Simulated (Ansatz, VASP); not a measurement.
**Mo in VASP and in Ansatz**

File INCAR:

```
SYSTEM = Mo
PREC = Accurate
ENCUT = 520
EDIFF = 1E-7
ISMEAR = 1
SIGMA = 0.2
LREAL = .False.
LASPH = .True.
NELM = 60
ALGO = Normal
ISIF = 2
LWAVE = .False.
LCHARG = .True.
LELF = .True.
LVHAR = .True.
NBANDS = 13
```

File KPOINTS:

```
regular mesh
0
Gamma
  6 6 5
  0 0 0
```

File POSCAR:

```
Mo
1.0
    2.7355100000      0.0000000000      0.0000000000
   -1.3677550000      2.3690210000      0.0000000000
    0.0000000000      0.0000000000      2.5551810000
Mo
1
Direct
    0.0000000000      0.0000000000      0.5000000000
```

Input for Ansatz:

```yaml
crystal:
  lattice:
    - [2.73551, 0.0, 0.0]
    - [-1.367755, 2.369021, 0.0]
    - [0.0, 0.0, 2.555181]
  atoms:
    - { symbol: Mo, position: [0.0, 0.0, 0.5] }
kpoints:
  mp_grid:
    grid: [6, 6, 5]
hamiltonian:
  xc: lda
  pseudopotentials:
    kind: paw
scf:
  convergence:
    dr2_threshold: 1.0e-07
  mixing:
    algorithm: anderson
    beta: 0.6
    ndim: 8
  occupations:
    method: cold
    width: 0.2
output:
  forces: true
  stress: true
  eigenvalues: true
```

Alike in both runs: task single point; functional LDA; k mesh 6 × 6 × 5; no spin polarisation.

|  | VASP | Ansatz |
| --- | --- | --- |
| version | VASP 6.6.1 | Ansatz 0.2.0 |
| potentials or method | VASP PAW LDA potentials, release 64 (Mo_sv) | plane waves, PAW |
| plane-wave cutoff (eV) | 520 | 420 |
| occupations | methfessel-paxton of order 1, width 0.2 eV | cold, width 0.2 eV |
| valence electrons in the cell | 14 | 14 |

VASP gave:

```
gap on the k mesh at the Fermi level (eV)                     : none
pressure (GPa)                                                : -5.0
traceless stress, the component that is largest in VASP (GPa) : -3.74
```

Q: Which values does Ansatz return?

A: gap on the k mesh at the Fermi level (eV): none; pressure (GPa): -5.9; traceless stress, the component that is largest in VASP (GPa): -4.00.

LDA's correlation is that of Perdew and Zunger in VASP and of Perdew and Wang (1992) in Ansatz. A gap of «none» marks a metal or a gap that the smearing closes. Ansatz's warnings: stress scf threshold loose.

The k mesh is coarse, so the values compare programs but aren't converged.
